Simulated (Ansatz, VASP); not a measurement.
Two plane-wave programs on MgSi3N

```xyz
5
Lattice="2.6663 -3.1393 0.0000 2.6663 3.1393 0.0000 0.0000 0.0000 4.5969" Properties=species:S:1:pos:R:3 pbc="T T T"
Mg    0.0000    0.0000    2.2985
Si    2.6663   -1.5635    0.0000
Si    2.6663    1.5635    0.0000
Si    0.0000    0.0000    0.0000
N     2.6663    0.0000    0.0000
```

Alike in both runs: task relaxation of cell and atoms; functional PBE; k mesh 4 × 4 × 4; occupations gaussian, width 0.1 eV; no spin polarisation.

|  | VASP | Ansatz |
| --- | --- | --- |
| version | VASP 6.6.1 | Ansatz 0.2.0 |
| potentials or method | VASP PAW PBE potentials, release 64 (Mg, Si, N), cutoff 600 eV | scalar-relativistic, plane waves, PAW |
| valence electrons in the cell | 19 | 27 |

Ansatz gave:

```
gap on the k mesh at the Fermi level, each at its own relaxed structure (eV) : none
relaxed volume (Å³/atom)                                                     : 20.13
relaxed cell length with the largest relative difference (Å)                 : 5.174
```

Q: Which values does VASP return?

A: gap on the k mesh at the Fermi level, each at its own relaxed structure (eV): none; relaxed volume (Å³/atom): 20.02; relaxed cell length with the largest relative difference (Å): 5.160.

A gap of «none» marks a metal or a gap that the smearing closes. VASP's potentials hold 19 valence electrons a cell and Ansatz's 27, so a difference there can come from the potentials and not from the codes.

The k mesh is coarse, so the values compare programs but aren't converged. Noted on VASP's run: the volume moved by over 15 % at a fixed basis, so the end points are rough.
